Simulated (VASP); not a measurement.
A run of VASP 6.6.1 is set up as follows.

INCAR

```
ALGO     = Fast           # electronic algorithm
EDIFF    = 1E-6           # SCF threshold, eV
EDIFFG   = -0.01          # ionic threshold
ENCUT    = 600            # plane-wave cutoff, eV
GGA      = RP             # functional
IBRION   = 2              # ionic algorithm
ISIF     = 3              # what is computed and relaxed
ISMEAR   = -1             # smearing method
IVDW     = 12             # dispersion correction
LASPH    = T              # aspherical terms in the spheres
LCHARG   = F              # write CHGCAR
LREAL    = F              # projectors in reciprocal space
LWAVE    = F              # write WAVECAR
NELM     = 80             # most SCF steps
NSW      = 60             # ionic steps
PREC     = Accurate       # precision mode
SIGMA    = 0.05           # smearing width, eV
```

KPOINTS

```
k-points
0
Gamma
  10 10 10
```

POSCAR

```
Sn
1.0
   -2.0291894110      2.0291894110      1.6607599896
    2.0291894110     -2.0291894110      1.6607599896
    2.0291894110      2.0291894110     -1.6607599896
Sn
1
Direct
    0.0000000000      0.0000000000      0.0000000000
```

Potentials or basis: VASP PAW PBE potentials, release 64 (Sn_d).

The run is started by

```bash
$ cat potpaw_PBE.64/Sn_d/POTCAR > POTCAR
$ mpirun -np 1 vasp_std > vasp.out
```

Question: Estimate the relaxed cell.

Answer: a = 3.005 Å, b = 3.005 Å, c = 3.005 Å, α = 106.35°, β = 106.35°, γ = 115.92°.

Question: Estimate the band gap on the k mesh.

Answer: Zero (bands 7 and 8 overlap by 12.84 eV).

Question: Predict the dispersion energy per atom.

Answer: -2.999 eV.

Question: What does it give for the space group after relaxing (to 0.1 Å)?

Answer: I4/mmm (No. 139).

The path:
| step | energy change (eV) | largest force (eV/Å) | pressure (GPa) | volume (Å³) |
| --- | --- | --- | --- | --- |
| 1 | 0.0000 | 0.0000 | -16.35 | 27.35 |
| 2 | -0.1929 | 0.0000 | 29.01 | 17.72 |
| 3 | -0.4354 | 0.0000 | -0.08 | 21.01 |
| 4 | -0.4357 | 0.0000 | 0.04 | 20.89 |
| 5 | -0.4549 | 0.0000 | 0.55 | 20.68 |
| 6 | -0.4567 | 0.0000 | 0.64 | 20.63 |
| 7 | -0.4582 | 0.0000 | 0.96 | 20.51 |
| 8 | -0.4583 | 0.0000 | 0.91 | 20.54 |
| 9 | -0.4583 | 0.0000 | 0.83 | 20.56 |
| 10 | -0.4584 | 0.0000 | 0.85 | 20.55 |
| 11 | -0.4580 | 0.0000 | -1.12 | 20.88 |
| 12 | -0.4587 | 0.0000 | 0.05 | 20.68 |

Caveat: the volume moved by over 15 % at a fixed basis, so the end points are rough; the PAW data sets were made with another functional, which shifts forces and pressure a little; spin-orbit coupling is left out, which moves the levels of the heavy elements.
